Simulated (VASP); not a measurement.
# CdS (Fm-3m) in VASP: further runs

CdS is run at these levels: PBE-based screened hybrid with 25 % exact exchange, PBEsol, PBE+D3(BJ); tasks: single point, relaxation of cell and atoms.

All numbers are computed with VASP 6.6.1; they aren't measurements. Logs are shortened: lines on timing, memory, paths and dates and some standing lists are left out, and cuts for length are marked.

**1. The cell of the first run**

It takes space group Fm-3m (No. 225, cubic). Conventional cell: a = 5.506 Å, b = 5.506 Å, c = 5.506 Å, α = 90.00°, β = 90.00°, γ = 90.00°. Cd (site symmetry m-3m) has 6 S at 2.75 Å within 3.6 Å. S (site symmetry m-3m) has 6 Cd at 2.75 Å within 3.6 Å.

**2. Single point, PBE-based screened hybrid with 25 % exact exchange**

Input file POSCAR:

```
CdS
1.0
    0.0000000000      2.7532440000      2.7532440000
    2.7532440000      0.0000000000      2.7532440000
    2.7532440000      2.7532440000      0.0000000000
Cd S
1 1
Direct
    0.0000000000      0.0000000000      0.0000000000
    0.5000000000      0.5000000000      0.5000000000
```

Input file INCAR.step1:

```
PREC = Accurate ; ENCUT = 520
EDIFF = 1E-5 ; ISMEAR = -1
SIGMA = 0.05 ; LREAL = F
LASPH = T ; NELM = 100
ALGO = Normal ; ISIF = 2
LWAVE = T ; LCHARG = F
GGA = PE ; NBANDS = 16
```

Input file INCAR.step2:

```
PREC = Accurate ; ENCUT = 520
EDIFF = 1E-7 ; ISMEAR = -1
SIGMA = 0.05 ; LREAL = F
LASPH = T ; NELM = 100
ALGO = Normal ; ISIF = 2
LWAVE = F ; LCHARG = F
GGA = PE ; LHFCALC = T
AEXX = 0.25 ; HFSCREEN = 0.4
PRECFOCK = Normal ; ISTART = 1
NBANDS = 16
```

Input file KPOINTS:

```
Automatic mesh
0
Gamma
  4 4 4
```

Potentials or basis: VASP PAW PBE potentials, release 64 (Cd, S).

Started as:

```sh
$ cat potpaw_PBE.64/Cd/POTCAR potpaw_PBE.64/S/POTCAR > POTCAR
$ cp INCAR.step1 INCAR
$ mpirun -np 1 vasp_std > vasp.out
$ cp INCAR.step2 INCAR
$ mpirun -np 1 vasp_std > vasp.out
```

OUTCAR:

```text
PREC = Accurate
   ENCUT = 520
   EDIFF = 1E-7
   ISMEAR = -1
   LREAL = F
   LASPH = T
   NELM = 100
   ISIF = 2
   GGA = PE
   LHFCALC = T
   AEXX = 0.25
   HFSCREEN = 0.4
   PRECFOCK = Normal
   ISTART = 1

 ion  position               nearest neighbor table
   1  0.000  0.000  0.000-   2 2.75   2 2.75   2 2.75   2 2.75   2 2.75   2 2.75
   2  0.500  0.500  0.500-   1 2.75   1 2.75   1 2.75   1 2.75   1 2.75   1 2.75

  LATTYP: Found a face centered cubic cell.
 ALAT       =     5.5064880000

  Lattice vectors:

 A1 = (   0.0000000000,   2.7532440000,   2.7532440000)
 A2 = (   2.7532440000,   0.0000000000,   2.7532440000)
 A3 = (   2.7532440000,   2.7532440000,   0.0000000000)

Analysis of symmetry for initial positions (statically):
=====================================================================
 Subroutine PRICEL returns:
 Original cell was already a primitive cell.

 Routine SETGRP: Setting up the symmetry group for a
 face centered cubic supercell.

 Subroutine GETGRP returns: Found 48 space group operations
 (whereof 48 operations were pure point group operations)
 out of a pool of 48 trial point group operations.

The static configuration has the point symmetry O_h .

Analysis of symmetry for dynamics (positions and initial velocities):
=====================================================================
 Subroutine PRICEL returns:
 Original cell was already a primitive cell.

 Routine SETGRP: Setting up the symmetry group for a
 face centered cubic supercell.

 Subroutine GETGRP returns: Found 48 space group operations
 (whereof 48 operations were pure point group operations)
 out of a pool of 48 trial point group operations.

The dynamic configuration has the point symmetry O_h .

 Subroutine INISYM returns: Found 48 space group operations
 (whereof 48 operations are pure point group operations),
 and found     1 'primitive' translations

----------------------------------------------------------------------------------------

                                     Primitive cell

  volume of cell :      41.7411

  direct lattice vectors                    reciprocal lattice vectors
     0.000000000  2.753244000  2.753244000    -0.181603955  0.181603955  0.181603955
     2.753244000  0.000000000  2.753244000     0.181603955 -0.181603955  0.181603955
     2.753244000  2.753244000  0.000000000     0.181603955  0.181603955 -0.181603955

  length of vectors
     3.893675005  3.893675005  3.893675005     0.314547277  0.314547277  0.314547277

  position of ions in fractional coordinates (direct lattice)
     0.000000000  0.000000000  0.000000000
     0.500000000  0.500000000  0.500000000

  ion indices of the primitive-cell ions
   primitive index   ion index
                 1           1
                 2           2

----------------------------------------------------------------------------------------

 KPOINTS: Automatic mesh

Automatic generation of k-mesh.
 Grid dimensions read from file:
 generate k-points for:    4    4    4

 Generating k-lattice:

  Cartesian coordinates                     Fractional coordinates (reciprocal lattice)
    -0.045400989  0.045400989  0.045400989     0.250000000  0.000000000  0.000000000
     0.045400989 -0.045400989  0.045400989     0.000000000  0.250000000  0.000000000
     0.045400989  0.045400989 -0.045400989     0.000000000  0.000000000  0.250000000

  Length of vectors
     0.078636819  0.078636819  0.078636819

  Shift w.r.t. Gamma in fractional coordinates (k-lattice)
     0.000000000  0.000000000  0.000000000

 Subroutine IBZKPT returns following result:
 ===========================================

 Found      8 irreducible k-points:

 Following reciprocal coordinates:
            Coordinates               Weight
  0.000000  0.000000  0.000000      1.000000
  0.250000  0.000000  0.000000      8.000000
  0.500000  0.000000  0.000000      4.000000
  0.250000  0.250000  0.000000      6.000000
  0.500000  0.250000  0.000000     24.000000
 -0.250000  0.250000  0.000000     12.000000
  0.500000  0.500000  0.000000      3.000000
 -0.250000  0.500000  0.250000      6.000000
   k-points           NKPTS =      8   k-points in BZ     NKDIM =     64   number of bands    NBANDS=     16
   number of dos      NEDOS =    301   number of ions     NIONS =      2
   total plane-waves  NPLWV =  27000
   dimension x,y,z NGX =    30 NGY =   30 NGZ =   30
   dimension x,y,z NGXF=    60 NGYF=   60 NGZF=   60
   ions per type =               1   1
   NGX,Y,Z   is equivalent  to a cutoff of  12.81, 12.81, 12.81 a.u.
   NGXF,Y,Z  is equivalent  to a cutoff of  25.62, 25.62, 25.62 a.u.
 SYSTEM =  unknown system
   PREC   = accura    normal or accurate (medium, high low for compatibility)
   ISTART =      1    job   : 0-new  1-cont  2-samecut
   ICHARG =      0    charge: 1-file 2-atom 10-const
   ISPIN  =      1    spin polarized calculation?
   LNONCOLLINEAR =      F non collinear calculations
   LSORBIT =      F    spin-orbit coupling
   LASPH  =      T    aspherical Exc in radial PAW
   ENCUT  =  520.0 eV  38.22 Ry    6.18 a.u.   7.24  7.24  7.24*2*pi/ulx,y,z
   NELM   =    100;   NELMIN=  2; NELMDL=  0     # of ELM steps
   EDIFF  = 0.1E-06   stopping-criterion for ELM
   LREAL  =      F    real-space projection
   EDIFFG = 0.1E-05   stopping-criterion for IOM
   NSW    =      0    number of steps for IOM
   IBRION =     -1    ionic relax: 0-MD 1-quasi-New 2-CG
   NFREE  =      0    steps in history (QN), initial steepest desc. (CG)
   ISIF   =      2    stress and relaxation
   ISYM   =      3    0-nonsym 1-usesym 2-fastsym
   POTIM  = 0.5000    time-step for ionic-motion
   TEBEG  =    0.0;   TEEND  =   0.0 temperature during run
   PSTRESS=    0.0 pullay stress
   NELECT =      18.0000    total number of electrons
   NUPDOWN=      -1.0000    fix difference up-down
   EMIN   =  10.00;   EMAX   =-10.00  energy-range for DOS
   EFERMI =   0.00;   METHOD = LEGACY
   ISMEAR =    -1;   SIGMA  =   0.05  broadening in eV -4-tet -1-fermi 0-gaus
   EFERMI_NEDOS =   21; number of points for ismear=-14 and -15
   IALGO  =     38    algorithm
   IMIX   =      1    mixing-type and parameters
     AMIX     =   0.40;   BMIX     =  1.00
     AMIX_MAG =   1.60;   BMIX_MAG =  1.00
  volume/ion in A,a.u.               =      20.87       140.84
  Fermi-wavevector in a.u.,A,eV,Ry     =   1.236833  2.337275 20.813583  1.529755
  Thomas-Fermi vector in A             =   2.371425
   LORBIT       =      0    0 simple, 1 ext, 2 COOP (PROOUT), +10 PAW based schemes
   GGA     = PE    functional components
   LHFCALC =     T    Hartree Fock is set to
   PRECFOCK=normal    Normal, Fast or Accurate (Low or Medium for compatibility)
   ENCUT4O =  -1.0   cutoff for four orbital integrals eV
   NKREDX  =     1    reduce k-point grid by
   NKREDY  =     1    reduce k-point grid by
   NKREDZ  =     1    reduce k-point grid by
   AEXX    =    0.2500 exact exchange contribution
   HFSCREEN=    0.4000 screening length (either q_TF or 0.3 A-1)
   HFSCREENC=   0.4000 screening length for correlation (either q_TF or 0.3 A-1)
   ENCUTFOCK=  -1.0 apply spherical cutoff to Coloumb kernel
   IVDW    =     0    specifies the selected vdW correction
   LEPSILON=     F    determine dielectric tensor
   LRPA    =     F    only Hartree local field effects (RPA)
 non-spin polarized calculation
  energy-cutoff  :      520.00
  volume of cell :       41.74
 maximum number of plane-waves:      1158
 NGX is ok and might be reduce to    30
  NGX = 24; NGY = 24; NGZ = 24

 number of electron      18.0000005 magnetization

 Free energy of the ion-electron system (eV)
  ---------------------------------------------------
  ext. energy  EPLUGINS =         0.00000000
  ---------------------------------------------------
  free energy    TOTEN  =        -6.85129922 eV

  energy without entropy =       -6.85127187  energy(sigma->0) =       -6.85128554

 E-fermi :   2.7827     XC(G=0):  -8.7925

 val. band max:        2.3231382807   @ k =   0.5000   0.0000   0.0000
 cond. band min:       3.1885763449   @ k =   0.5000   0.5000   0.0000
 fundamental gap:      0.8654380642
 Fermi energy:         2.7827236401

 k-point     1 :       0.0000    0.0000    0.0000
  band No.  band energies     occupation
      1     -11.3545      2.00000
      2      -6.3605      2.00000
      3      -6.3605      2.00000
      4      -6.3367      2.00000
      5      -6.3367      2.00000
      6      -6.3367      2.00000
[... 8 lines left out ...]
     15      14.6518      0.00000
     16      14.6518      0.00000

 k-point     2 :       0.2500    0.0000    0.0000
  band No.  band energies     occupation
      1     -10.8434      2.00000
      2      -6.4981      2.00000
      3      -6.4981      2.00000
      4      -6.3887      2.00000
      5      -6.2478      2.00000
      6      -6.2478      2.00000
[... 8 lines left out ...]
     15      13.9501      0.00000
     16      13.9626      0.00000

 k-point     3 :       0.5000    0.0000    0.0000
  band No.  band energies     occupation
      1     -10.1880      2.00000
      2      -6.6318      2.00000
      3      -6.6318      2.00000
      4      -6.5153      2.00000
      5      -6.1537      2.00000
      6      -6.1537      2.00000
[... 8 lines left out ...]
     15      16.2659      0.00000
     16      16.2659      0.00000

 k-point     4 :       0.2500    0.2500    0.0000
  band No.  band energies     occupation
      1     -10.7915      2.00000
      2      -6.4424      2.00000
      3      -6.4054      2.00000
      4      -6.3111      2.00000
      5      -6.2325      2.00000
      6      -6.2325      2.00000
[... 8 lines left out ...]
     15      16.1701      0.00000
     16      17.9619      0.00000

 k-point     5 :       0.5000    0.2500    0.0000
  band No.  band energies     occupation
      1     -10.3480      2.00000
      2      -6.4515      2.00000
      3      -6.4217      2.00000
      4      -6.2780      2.00000
      5      -6.1304      2.00000
      6      -5.9915      2.00000
[... 8 lines left out ...]
     15      16.8691      0.00000
     16      18.2272      0.00000

 k-point     6 :      -0.2500    0.2500    0.0000
  band No.  band energies     occupation
      1     -10.3863      2.00000
      2      -6.5784      2.00000
      3      -6.4798      2.00000
      4      -6.3468      2.00000
      5      -6.2033      2.00000
      6      -6.0774      2.00000
[... 8 lines left out ...]
     15      16.9128      0.00000
     16      17.5683      0.00000

 k-point     7 :       0.5000    0.5000    0.0000
  band No.  band energies     occupation
      1     -10.4791      2.00000
      2      -6.4742      2.00000
      3      -6.2615      2.00000
      4      -6.0901      2.00000
      5      -6.0901      2.00000
      6      -5.3584      2.00000
[... 8 lines left out ...]
     15      17.7027      0.00000
     16      17.9854      0.00000

 k-point     8 :      -0.2500    0.5000    0.2500
  band No.  band energies     occupation
      1     -10.3158      2.00000
      2      -6.4791      2.00000
      3      -6.3227      2.00000
      4      -6.3227      2.00000
      5      -6.0900      2.00000
      6      -5.5563      2.00000
[... 8 lines left out ...]
     15      16.1985      0.00000
     16      17.9734      0.00000

------------------------ aborting loop because EDIFF is reached ----------------------------------------

  FORCE on cell =-STRESS in cart. coord.  units (eV):
  Direction    XX          YY          ZZ          XY          YZ          ZX
  --------------------------------------------------------------------------------------
  -------------------------------------------------------------------------------------
  Total       -0.2625126     -0.2625126     -0.2625126      0.0000000      0.0000000      0.0000000
  in kB      -10.0761979    -10.0761979    -10.0761979      0.0000000      0.0000000      0.0000000
  external PRESSURE =     -10.0761979 kB  Pullay stress =       0.0000000 kB

 VOLUME and BASIS-vectors are now :
 -----------------------------------------------------------------------------
  energy-cutoff  :      520.00
  volume of cell :       41.74
      direct lattice vectors                 reciprocal lattice vectors
     0.000000000  2.753244000  2.753244000    -0.181603955  0.181603955  0.181603955
     2.753244000  0.000000000  2.753244000     0.181603955 -0.181603955  0.181603955
     2.753244000  2.753244000  0.000000000     0.181603955  0.181603955 -0.181603955

 POSITION                                       TOTAL-FORCE (eV/Angst)
 -----------------------------------------------------------------------------------
      0.00000      0.00000      0.00000         0.000000     -0.000000      0.000000
      2.75324      2.75324      2.75324        -0.000000      0.000000     -0.000000
 -----------------------------------------------------------------------------------
    total drift:                                0.000004      0.000005      0.000005

  FREE ENERGIE OF THE ION-ELECTRON SYSTEM (eV)
  ---------------------------------------------------
  free  energy   TOTEN  =        -6.8512992202 eV

  energy  without entropy=       -6.8512718681  energy(sigma->0) =       -6.85128554
```

Run time: 17 min. Hardware: 1 thread of Intel Xeon 8259CL, shared host; peak memory 0.27 GiB.

What came out:

| Property | Result |
| --- | --- |
| Free energy | -6.8513 eV |
| Pressure | -1.0 GPa |
| Band gap on the k mesh | 0.87 eV (least direct gap 2.18 eV) |

Levels at points of the mesh, in eV from the valence-band top:
```tsv
k point	band 5	band 6	band 7	band 8	band 9	band 10	band 11	band 12	band 13	band 14
(0.00, 0.00, 0.00)	-8.66	-8.66	-0.67	-0.67	-0.67	1.51	9.92	9.92	9.92	11.99
(0.50, 0.00, 0.00)	-8.48	-8.48	-5.00	0.00	0.00	4.11	6.61	6.61	7.70	12.99
(0.50, 0.50, 0.00)	-8.41	-7.68	-4.31	-2.13	-2.13	0.87	6.58	10.70	12.17	12.17
```

Caveat: the k points lie up to 0.49 Å⁻¹ apart; the PAW data sets were made with another functional, which shifts forces and pressure a little.

(Part 1 of 2 ends here.)

The gap in the log of VASP goes by the Fermi energy; the results here count the filled bands.